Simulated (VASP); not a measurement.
SmIn2As3:

```
Sm In As
1.0
     5.93167    0.00000    0.00000
    -2.96583    5.13698    0.00000
     0.00000    0.00000    5.76072
Sm In As
1 2 3
Direct
  0.00000 0.00000 0.00000
  0.33333 0.66667 0.50000
  0.66667 0.33333 0.50000
  0.50000 0.00000 0.00000
  0.00000 0.50000 0.00000
  0.50000 0.50000 0.00000
```

The cell was generated, and may not be a known phase.

| Quantity | Value |
| --- | --- |
| Program | VASP 6.6.1 |
| Task | relaxation of cell and atoms |
| Functional | PBE |
| Potentials or basis | VASP PAW PBE potentials, release 64 (Sm_3, In_d, As), 4f in core |
| Cutoff | 500 eV |
| k mesh | 3 × 3 × 4 |
| Occupations | gaussian, width 0.1 eV |
| Spin | no spin polarisation |

At the start: pressure -0.4 GPa; volume 29.26 Å³/atom.

**Question.** How do energy, volume and symmetry change on relaxing?

**Answer.** Over 7 steps the energy falls by 31.3 meV/atom and the volume is 27.65 Å³/atom (-5.5 %); space group P6/mmm (No. 191, to 0.1 Å) before and after.

The path:
```csv
step,energy change (eV),largest force (eV/Å),pressure (GPa),volume (Å³)
1,0.0000,0.0000,-0.38,175.53
2,-0.0525,0.0000,-0.62,173.76
3,-0.1471,0.0000,-0.59,170.52
4,-0.1555,0.0000,0.15,163.72
5,-0.1868,0.0000,-0.30,166.95
6,-0.1862,0.0000,0.40,164.55
7,-0.1878,0.0000,0.00,165.88
```

Final structure:
```
Sm In As
1.0
     6.00923    0.00000    0.00000
    -3.00461    5.20414    0.00000
     0.00000    0.00000    5.30420
Sm In As
1 2 3
Direct
  0.00000 0.00000 0.00000
  0.33333 0.66667 0.50000
  0.66667 0.33333 0.50000
  0.50000 0.00000 0.00000
  0.00000 0.50000 0.00000
  0.50000 0.50000 0.00000
```

Caveat: the k points lie up to 0.40 Å⁻¹ apart in the final cell, too coarse for converged energies and pressures of a metal.
